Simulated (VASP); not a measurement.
A run of VASP 6.6.1 is set up as follows.

File INCAR:

```
PREC = Accurate ; ENCUT = 500
EDIFF = 1E-7 ; ISMEAR = 0
SIGMA = 0.2 ; LREAL = False
LASPH = True ; NELM = 120
ALGO = Normal ; ISIF = 3
LWAVE = False ; LCHARG = False
GGA = PE ; IBRION = 2
NSW = 36 ; EDIFFG = -0.08
GGA_COMPAT = False ; NELMIN = 4
```

The input KPOINTS:

```
regular mesh
0
Gamma
  5 5 4
```

The input POSCAR:

```
B5P
1.0
    4.1881764000      0.0000000000      0.0000000000
   -2.0940882000      3.6270671600      0.0000000000
    0.0000000000      0.0000000000      3.9370690000
B P
5 1
Direct
    0.3333333300      0.6666666700      0.4793640500
    0.3333333300      0.6666666700      0.8561752500
    0.1580790600      0.8419209400      0.6665522600
    0.1580790600      0.3161581100      0.6665522600
    0.6838418900      0.8419209400      0.6665522600
    0.6666666700      0.3333333300      0.6521220100
```

Potentials or basis: VASP PAW PBE potentials, release 64 (B, P).

Launch:

```sh
$ cat potpaw_PBE.64/B/POTCAR potpaw_PBE.64/P/POTCAR > POTCAR
$ mpirun -np 1 vasp_std > vasp.out
```

Problem. What does it give for the relaxed volume?

Solution. 9.57 Å³/atom.

Problem. Predict the relaxed cell.

Solution. a = 4.441 Å, b = 4.441 Å, c = 3.362 Å, α = 90.00°, β = 90.00°, γ = 120.00°.

Problem. Predict the space group after relaxing (to 0.1 Å).

Solution. P3m1 (No. 156).

Stress tensor (GPa, compression positive):
```
-0.72  0.00  0.00
 0.00 -0.72  0.00
 0.00  0.00 -0.90
```

Caveat: the k points lie up to 0.47 Å⁻¹ apart in the final cell, too coarse for converged energies and pressures of a metal.
